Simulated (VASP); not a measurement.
The system is NaF.

```
Na F
1.0
     3.94201    0.00000    0.00000
    -1.97100    3.41388    0.00000
     0.00000    0.00000    4.65561
Na F
2 2
Direct
  0.33333 0.66667 0.93750
  0.66667 0.33333 0.43750
  0.33333 0.66667 0.43750
  0.66667 0.33333 0.93750
```

```yaml
Program: VASP 6.6.1
Task: relaxation of cell and atoms
Functional: r2SCAN
Potentials_or_basis: VASP PAW PBE potentials, release 64 (Na_pv, F)
Cutoff: 600 eV
k_mesh: 6 × 6 × 6
Occupations: fermi-dirac, width 0.02 eV
Spin: no spin polarisation
```

At the start: pressure -2.7 GPa; volume 15.66 Å³/atom.

Problem. How do energy, volume and symmetry change on relaxing?

Solution. Over 9 steps the energy falls by 11.6 meV/atom and the volume is 14.52 Å³/atom (-7.3 %); space group P6_3/mmc (No. 194, to 0.1 Å) before and after.

Step by step:
```tsv
step	energy change (eV)	largest force (eV/Å)	pressure (GPa)	volume (Å³)
1	0.0000	0.0000	-2.72	62.65
2	-0.0338	0.0000	-1.51	60.27
3	-0.0440	0.0000	-0.64	58.91
4	-0.0384	0.0000	1.63	56.26
5	-0.0462	0.0000	-0.08	58.15
6	-0.0463	0.0000	-0.02	58.06
7	-0.0463	0.0000	0.06	57.97
8	-0.0464	0.0000	0.02	58.02
9	-0.0464	0.0000	-0.04	58.07
```

Final structure:
```cif
data_structure
_symmetry_space_group_name_H-M 'P 1'
_symmetry_Int_Tables_number 1
_cell_length_a 3.8473
_cell_length_b 3.8473
_cell_length_c 4.5302
_cell_angle_alpha 90.000
_cell_angle_beta 90.000
_cell_angle_gamma 120.000
_cell_volume 58.07
loop_
_atom_site_label
_atom_site_type_symbol
_atom_site_fract_x
_atom_site_fract_y
_atom_site_fract_z
_atom_site_occupancy
Na1 Na 0.33333 0.66667 0.93750 1
Na2 Na 0.66667 0.33333 0.43750 1
F1 F 0.33333 0.66667 0.43750 1
F2 F 0.66667 0.33333 0.93750 1
```

Caveat: the structure was generated, so it needn't be the stable form of NaF; the PAW data sets were made with another functional, which shifts forces and pressure a little.
